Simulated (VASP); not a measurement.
Input of a VASP 6.6.1 run:

Contents of INCAR:

```
  PREC = Accurate
  ENCUT = 600
  EDIFF = 1E-6
  ISMEAR = 0
  SIGMA = 0.1
  LREAL = False
  LASPH = True
  NELM = 80
  ALGO = Normal
  ISIF = 3
  LWAVE = False
  LCHARG = False
  GGA = PE
  IBRION = 2
  NSW = 100
  EDIFFG = -0.01
```

File KPOINTS:

```
Automatic mesh
0
Gamma
  10 6 8
```

The input POSCAR:

```
SiB2
1.0
    2.9584300259      0.0000000000      0.0000000000
    0.0000000000      4.7767514804      0.0000000000
    0.0000000000      0.0000000000      3.7374678344
Si B
2 4
Direct
    0.5000000000      0.5000000000      0.1302877244
    0.0000000000      0.0000000000      0.8697122756
    0.5000000000      0.6972824294      0.6141340792
    0.5000000000      0.3027175706      0.6141340792
    0.0000000000      0.1972824294      0.3858659208
    0.0000000000      0.8027175706      0.3858659208
```

Potentials or basis: VASP PAW PBE potentials, release 64 (Si, B).

Command:

```bash
$ cat potpaw_PBE.64/Si/POTCAR potpaw_PBE.64/B/POTCAR > POTCAR
$ mpirun -np 1 vasp_std > vasp.out
```

Predict the band gap on the k mesh.

zero (bands 10 and 11 overlap by 3.83 eV).

Predict the relaxed volume.

8.78 Å³/atom.

What does it give for the space group after relaxing (to 0.1 Å)?

Pmmn (No. 59).

Final structure:
```
CELL_PARAMETERS angstrom
2.95757 0.00000 0.00000
0.00000 4.76622 0.00000
0.00000 0.00000 3.73537
ATOMIC_POSITIONS crystal
Si 0.50000 0.50000 0.13216
Si 0.00000 0.00000 0.86784
B 0.50000 0.69715 0.61489
B 0.50000 0.30285 0.61489
B 0.00000 0.19715 0.38511
B 0.00000 0.80285 0.38511
```
